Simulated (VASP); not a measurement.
# ZnS (F-43m) in VASP: single point with PBEsol

Aim: the single point of ZnS with PBEsol.

All numbers are computed with VASP 6.6.1; they aren't measurements. Logs are shortened: lines on timing, memory, paths and dates and some standing lists are left out, and cuts for length are marked.

**Measured values to compare with.**

“Electronic, vibrational, and thermodynamic properties of ZnS (zincblende and rocksalt structure)”, 2009, arxiv:0911.5022 quotes, for a bulk crystal of ZnS at 19 K: band gap 3.85 eV (direct).

The results are compared with them further down.

## Step 1: The cell of the first run

Symmetry: F-43m, No. 216, cubic system. Conventional cell: a = 5.356 Å, b = 5.356 Å, c = 5.356 Å, α = 90.00°, β = 90.00°, γ = 90.00°. Zn (site symmetry -43m) has 4 S at 2.32 Å within 3.1 Å. Within 3.1 Å of S (site symmetry -43m) lie 4 Zn at 2.32 Å.

## Step 2: Single point, PBEsol (19.21 Å³/atom)

Contents of INCAR:

```
SYSTEM = ZnS
PREC = Accurate
ENCUT = 520
EDIFF = 1E-6
ISMEAR = 0
SIGMA = 0.05
LREAL = .False.
LASPH = .True.
NELM = 80
ALGO = Normal
ISIF = 2
LWAVE = .False.
LCHARG = .False.
GGA = PS
NBANDS = 16
```

Contents of KPOINTS:

```
regular mesh
0
Gamma
  12 12 12
  0 0 0
```

Contents of POSCAR:

```
ZnS
1.0
    0.0000000000      2.6782091581      2.6782091581
    2.6782091581      0.0000000000      2.6782091581
    2.6782091581      2.6782091581      0.0000000000
Zn S
1 1
Direct
    0.0000000000      0.0000000000      0.0000000000
    0.7500000000      0.7500000000      0.7500000000
```

Potentials or basis: VASP PAW PBE potentials, release 64 (Zn, S).

Started as:

```sh
$ cat potpaw_PBE.64/Zn/POTCAR potpaw_PBE.64/S/POTCAR > POTCAR
$ mpirun -np 1 vasp_std > vasp.out
```

OUTCAR:

```text
SYSTEM = ZnS
   PREC = Accurate
   ENCUT = 520
   EDIFF = 1E-6
   ISMEAR = 0
   LREAL = .False.
   LASPH = .True.
   NELM = 80
   ISIF = 2
   GGA = PS

 ion  position               nearest neighbor table
   1  0.000  0.000  0.000-   2 2.32   2 2.32   2 2.32   2 2.32
   2  0.750  0.750  0.750-   1 2.32   1 2.32   1 2.32   1 2.32

  LATTYP: Found a face centered cubic cell.
 ALAT       =     5.3564183162

  Lattice vectors:

 A1 = (   0.0000000000,   2.6782091581,   2.6782091581)
 A2 = (   2.6782091581,   0.0000000000,   2.6782091581)
 A3 = (   2.6782091581,   2.6782091581,   0.0000000000)

Analysis of symmetry for initial positions (statically):
=====================================================================
 Subroutine PRICEL returns:
 Original cell was already a primitive cell.

 Routine SETGRP: Setting up the symmetry group for a
 face centered cubic supercell.

 Subroutine GETGRP returns: Found 24 space group operations
 (whereof 24 operations were pure point group operations)
 out of a pool of 48 trial point group operations.

The static configuration has the point symmetry T_d .

Analysis of symmetry for dynamics (positions and initial velocities):
=====================================================================
 Subroutine PRICEL returns:
 Original cell was already a primitive cell.

 Routine SETGRP: Setting up the symmetry group for a
 face centered cubic supercell.

 Subroutine GETGRP returns: Found 24 space group operations
 (whereof 24 operations were pure point group operations)
 out of a pool of 48 trial point group operations.

The dynamic configuration has the point symmetry T_d .

 Subroutine INISYM returns: Found 24 space group operations
 (whereof 24 operations are pure point group operations),
 and found     1 'primitive' translations

----------------------------------------------------------------------------------------

                                     Primitive cell

  volume of cell :      38.4205

  direct lattice vectors                    reciprocal lattice vectors
     0.000000000  2.678209158  2.678209158    -0.186691916  0.186691916  0.186691916
     2.678209158  0.000000000  2.678209158     0.186691916 -0.186691916  0.186691916
     2.678209158  2.678209158  0.000000000     0.186691916  0.186691916 -0.186691916

  length of vectors
     3.787559714  3.787559714  3.787559714     0.323359884  0.323359884  0.323359884

  position of ions in fractional coordinates (direct lattice)
     0.000000000  0.000000000  0.000000000
     0.750000000  0.750000000  0.750000000

  ion indices of the primitive-cell ions
   primitive index   ion index
                 1           1
                 2           2

----------------------------------------------------------------------------------------

 KPOINTS: regular mesh

Automatic generation of k-mesh.
 Grid dimensions read from file:
 generate k-points for:   12   12   12

 Generating k-lattice:

  Cartesian coordinates                     Fractional coordinates (reciprocal lattice)
    -0.015557660  0.015557660  0.015557660     0.083333333  0.000000000  0.000000000
     0.015557660 -0.015557660  0.015557660     0.000000000  0.083333333  0.000000000
     0.015557660  0.015557660 -0.015557660     0.000000000  0.000000000  0.083333333

  Length of vectors
     0.026946657  0.026946657  0.026946657

  Shift w.r.t. Gamma in fractional coordinates (k-lattice)
     0.000000000  0.000000000  0.000000000

 Subroutine IBZKPT returns following result:
 ===========================================

 Found     72 irreducible k-points:

 Following reciprocal coordinates:
            Coordinates               Weight
  0.000000  0.000000  0.000000      1.000000
  0.083333  0.000000  0.000000      8.000000
  0.166667  0.000000  0.000000      8.000000
  0.250000  0.000000  0.000000      8.000000
  0.333333  0.000000  0.000000      8.000000
  0.416667  0.000000  0.000000      8.000000
[... 16 lines left out ...]
  0.500000  0.166667  0.000000     24.000000
 -0.416667  0.166667  0.000000     24.000000
 [... further k-points ...]
   k-points           NKPTS =     72   k-points in BZ     NKDIM =     72   number of bands    NBANDS=     16
   number of dos      NEDOS =    301   number of ions     NIONS =      2
   total plane-waves  NPLWV =  21952
   dimension x,y,z NGX =    28 NGY =   28 NGZ =   28
   dimension x,y,z NGXF=    56 NGYF=   56 NGZF=   56
   ions per type =               1   1
   NGX,Y,Z   is equivalent  to a cutoff of  12.29, 12.29, 12.29 a.u.
   NGXF,Y,Z  is equivalent  to a cutoff of  24.58, 24.58, 24.58 a.u.
 SYSTEM =  ZnS
   PREC   = accura    normal or accurate (medium, high low for compatibility)
   ISTART =      0    job   : 0-new  1-cont  2-samecut
   ICHARG =      2    charge: 1-file 2-atom 10-const
   ISPIN  =      1    spin polarized calculation?
   LNONCOLLINEAR =      F non collinear calculations
   LSORBIT =      F    spin-orbit coupling
   LASPH  =      T    aspherical Exc in radial PAW
   ENCUT  =  520.0 eV  38.22 Ry    6.18 a.u.   7.04  7.04  7.04*2*pi/ulx,y,z
   NELM   =     80;   NELMIN=  2; NELMDL= -5     # of ELM steps
   EDIFF  = 0.1E-05   stopping-criterion for ELM
   LREAL  =      F    real-space projection
   EDIFFG = 0.1E-04   stopping-criterion for IOM
   NSW    =      0    number of steps for IOM
   IBRION =     -1    ionic relax: 0-MD 1-quasi-New 2-CG
   NFREE  =      0    steps in history (QN), initial steepest desc. (CG)
   ISIF   =      2    stress and relaxation
   ISYM   =      2    0-nonsym 1-usesym 2-fastsym
   POTIM  = 0.5000    time-step for ionic-motion
   TEBEG  =    0.0;   TEEND  =   0.0 temperature during run
   PSTRESS=    0.0 pullay stress
   NELECT =      18.0000    total number of electrons
   NUPDOWN=      -1.0000    fix difference up-down
   EMIN   =  10.00;   EMAX   =-10.00  energy-range for DOS
   EFERMI =   0.00;   METHOD = LEGACY
   ISMEAR =     0;   SIGMA  =   0.05  broadening in eV -4-tet -1-fermi 0-gaus
   EFERMI_NEDOS =   21; number of points for ismear=-14 and -15
   IALGO  =     38    algorithm
   IMIX   =      4    mixing-type and parameters
     AMIX     =   0.40;   BMIX     =  1.00
     AMIX_MAG =   1.60;   BMIX_MAG =  1.00
  volume/ion in A,a.u.               =      19.21       129.64
  Fermi-wavevector in a.u.,A,eV,Ry     =   1.271485  2.402758 21.996180  1.616674
  Thomas-Fermi vector in A             =   2.404415
   LORBIT       =      0    0 simple, 1 ext, 2 COOP (PROOUT), +10 PAW based schemes
   GGA     = PS    functional components
   LHFCALC =     F    Hartree Fock is set to
   AEXX    =    0.0000 exact exchange contribution
   IVDW    =     0    specifies the selected vdW correction
   LEPSILON=     F    determine dielectric tensor
   LRPA    =     F    only Hartree local field effects (RPA)
 non-spin polarized calculation
 Gauss-broadening in eV      SIGMA  =   0.05
  energy-cutoff  :      520.00
  volume of cell :       38.42
 maximum number of plane-waves:      1056
   NGX = 15   NGY = 15   NGZ = 15

 number of electron      18.0000016 magnetization

 Free energy of the ion-electron system (eV)
  ---------------------------------------------------
  ext. energy  EPLUGINS =         0.00000000
  ---------------------------------------------------
  free energy    TOTEN  =        -7.58896327 eV

  energy without entropy =       -7.58896327  energy(sigma->0) =       -7.58896327

 E-fermi :   2.4922     XC(G=0):  -9.9750

 val. band max:        2.2645559242   @ k =   0.0000   0.0000   0.0000
 cond. band min:       4.3575304250   @ k =   0.0000   0.0000   0.0000
 fundamental gap:      2.0929745008
 Fermi energy:         2.4921581409

 k-point     1 :       0.0000    0.0000    0.0000
  band No.  band energies     occupation
      1     -11.0804      2.00000
      2      -4.2181      2.00000
      3      -4.2181      2.00000
      4      -4.2181      2.00000
      5      -3.6870      2.00000
      6      -3.6870      2.00000
[... 8 lines left out ...]
     15      14.0317      0.00000
     16      14.0525      0.00000

 k-point     2 :       0.0833    0.0000    0.0000
  band No.  band energies     occupation
      1     -11.0243      2.00000
      2      -4.2204      2.00000
      3      -4.2078      2.00000
      4      -4.2078      2.00000
      5      -3.6881      2.00000
      6      -3.6881      2.00000
[... 8 lines left out ...]
     15      13.6650      0.00000
     16      14.4968      0.00000

 k-point     3 :       0.1667    0.0000    0.0000
  band No.  band energies     occupation
      1     -10.8649      2.00000
      2      -4.2180      2.00000
      3      -4.1807      2.00000
      4      -4.1807      2.00000
      5      -3.6893      2.00000
      6      -3.6893      2.00000
[... 8 lines left out ...]
     15      13.1869      0.00000
     16      14.8433      0.00000

 k-point     4 :       0.2500    0.0000    0.0000
  band No.  band energies     occupation
      1     -10.6304      2.00000
      2      -4.1838      2.00000
      3      -4.1471      2.00000
      4      -4.1471      2.00000
      5      -3.6857      2.00000
      6      -3.6857      2.00000
[... 8 lines left out ...]
     15      13.1817      0.00000
     16      14.3148      0.00000

 k-point     5 :       0.3333    0.0000    0.0000
  band No.  band energies     occupation
      1     -10.3725      2.00000
      2      -4.1187      2.00000
      3      -4.1187      2.00000
      4      -4.0742      2.00000
      5      -3.6746      2.00000
      6      -3.6746      2.00000
[... 8 lines left out ...]
     15      13.8227      0.00000
     16      13.9814      0.00000

 k-point     6 :       0.4167    0.0000    0.0000
  band No.  band energies     occupation
      1     -10.1652      2.00000
      2      -4.1021      2.00000
      3      -4.1021      2.00000
      4      -3.8322      2.00000
      5      -3.6608      2.00000
      6      -3.6608      2.00000
[... 8 lines left out ...]
     15      14.9129      0.00000
     16      14.9129      0.00000

 k-point     7 :       0.5000    0.0000    0.0000
  band No.  band energies     occupation
      1     -10.0846      2.00000
      2      -4.0969      2.00000
      3      -4.0969      2.00000
      4      -3.6545      2.00000
      5      -3.6545      2.00000
      6      -3.4818      2.00000
[... 8 lines left out ...]
     15      15.7223      0.00000
     16      15.7223      0.00000

 k-point     8 :       0.0833    0.0833    0.0000
  band No.  band energies     occupation
      1     -11.0056      2.00000
      2      -4.2302      2.00000
      3      -4.1997      2.00000
      4      -4.1997      2.00000
      5      -3.6956      2.00000
      6      -3.6815      2.00000
[... 8 lines left out ...]
     15      14.1234      0.00000
     16      14.6936      0.00000

 k-point     9 :       0.1667    0.0833    0.0000
  band No.  band energies     occupation
      1     -10.8805      2.00000
      2      -4.2365      2.00000
      3      -4.1753      2.00000
      4      -4.1734      2.00000
      5      -3.7033      2.00000
      6      -3.6768      2.00000
[... 8 lines left out ...]
     15      13.9540      0.00000
     16      15.4132      0.00000
[... 172 lines left out ...]
 k-point    19 :       0.1667    0.1667    0.0000
  band No.  band energies     occupation
      1     -10.7929      2.00000
      2      -4.2595      2.00000
      3      -4.1460      2.00000
      4      -4.1460      2.00000
      5      -3.7167      2.00000
      6      -3.6666      2.00000
[... 8 lines left out ...]
     15      14.3928      0.00000
     16      16.2483      0.00000

 k-point    20 :       0.2500    0.1667    0.0000
  band No.  band energies     occupation
      1     -10.6171      2.00000
      2      -4.2620      2.00000
      3      -4.1076      2.00000
      4      -4.1073      2.00000
      5      -3.7227      2.00000
      6      -3.6577      2.00000
[... 8 lines left out ...]
     15      14.4797      0.00000
     16      16.6884      0.00000

 k-point    21 :       0.3333    0.1667    0.0000
  band No.  band energies     occupation
      1     -10.3881      2.00000
      2      -4.2233      2.00000
      3      -4.0713      2.00000
      4      -4.0608      2.00000
      5      -3.7094      2.00000
      6      -3.6490      2.00000
[... 8 lines left out ...]
     15      14.8329      0.00000
     16      16.1885      0.00000

 k-point    22 :       0.4167    0.1667    0.0000
  band No.  band energies     occupation
      1     -10.1626      2.00000
      2      -4.1508      2.00000
      3      -4.0474      2.00000
      4      -3.9747      2.00000
      5      -3.6619      2.00000
      6      -3.6436      2.00000
[... 8 lines left out ...]
     15      15.5922      0.00000
     16      15.9673      0.00000

 k-point    23 :       0.5000    0.1667    0.0000
  band No.  band energies     occupation
      1     -10.0107      2.00000
      2      -4.1100      2.00000
      3      -4.0390      2.00000
      4      -3.8116      2.00000
      5      -3.6485      2.00000
      6      -3.5301      2.00000
[... 8 lines left out ...]
     15      15.7647      0.00000
     16      16.2593      0.00000

 k-point    24 :      -0.4167    0.1667    0.0000
  band No.  band energies     occupation
      1      -9.9896      2.00000
      2      -4.0972      2.00000
      3      -4.0446      2.00000
      4      -3.7429      2.00000
      5      -3.6667      2.00000
      6      -3.4768      2.00000
[... 8 lines left out ...]
     15      14.5494      0.00000
     16      16.1222      0.00000

 [... further k-points ...]
[... 5 lines left out ...]
  --------------------------------------------------------------------------------------
  -------------------------------------------------------------------------------------
  Total        0.0469494      0.0469494      0.0469494     -0.0000000      0.0000000      0.0000000
  in kB        1.9578383      1.9578383      1.9578383     -0.0000000      0.0000000      0.0000000
  external PRESSURE =       1.9578383 kB  Pullay stress =       0.0000000 kB

 VOLUME and BASIS-vectors are now :
 -----------------------------------------------------------------------------
  energy-cutoff  :      520.00
  volume of cell :       38.42
      direct lattice vectors                 reciprocal lattice vectors
     0.000000000  2.678209158  2.678209158    -0.186691916  0.186691916  0.186691916
     2.678209158  0.000000000  2.678209158     0.186691916 -0.186691916  0.186691916
     2.678209158  2.678209158  0.000000000     0.186691916  0.186691916 -0.186691916

 POSITION                                       TOTAL-FORCE (eV/Angst)
 -----------------------------------------------------------------------------------
      0.00000      0.00000      0.00000        -0.000000     -0.000000      0.000000
      4.01731      4.01731      4.01731         0.000000      0.000000     -0.000000
 -----------------------------------------------------------------------------------
    total drift:                               -0.000002     -0.000002     -0.000002

  FREE ENERGIE OF THE ION-ELECTRON SYSTEM (eV)
  ---------------------------------------------------
  free  energy   TOTEN  =        -7.5889632682 eV

  energy  without entropy=       -7.5889632682  energy(sigma->0) =       -7.58896327
```

It took 58 s on 1 thread of Intel Xeon 8259CL, shared host; peak memory 0.18 GiB.

What came out:

```yaml
Free_energy: -7.5890 eV
Pressure: 0.2 GPa
Band_gap_on_the_k_mesh: 2.09 eV
```

Levels at points of the mesh, in eV from the valence-band top:
```csv
k point,band 6,band 7,band 8,band 9,band 10,band 11,band 12,band 13
"(0.00, 0.00, 0.00)",-5.95,0.00,0.00,0.00,2.09,6.29,6.29,6.29
"(0.50, 0.00, 0.00)",-5.75,-5.54,-0.92,-0.92,3.24,6.82,6.82,8.79
"(0.50, 0.50, 0.00)",-5.73,-4.71,-2.35,-2.35,3.18,3.96,11.02,12.06
```

Caveat: the PAW data sets were made with another functional, which shifts forces and pressure a little.

## Step 3: Comparison with measurements

Step 2. A measured gap of ZnS is 3.85 eV (direct; 19 K; quoted in “Electronic, vibrational, and thermodynamic properties of ZnS (zincblende and rocksalt structure)”, 2009, arxiv:0911.5022); the calculated 2.09 eV misses it by -1.76 eV. The value is that of PBEsol on a finite k mesh, which can miss the band edges, without temperature or zero-point motion. Semilocal functionals fall short of measured gaps as a rule.
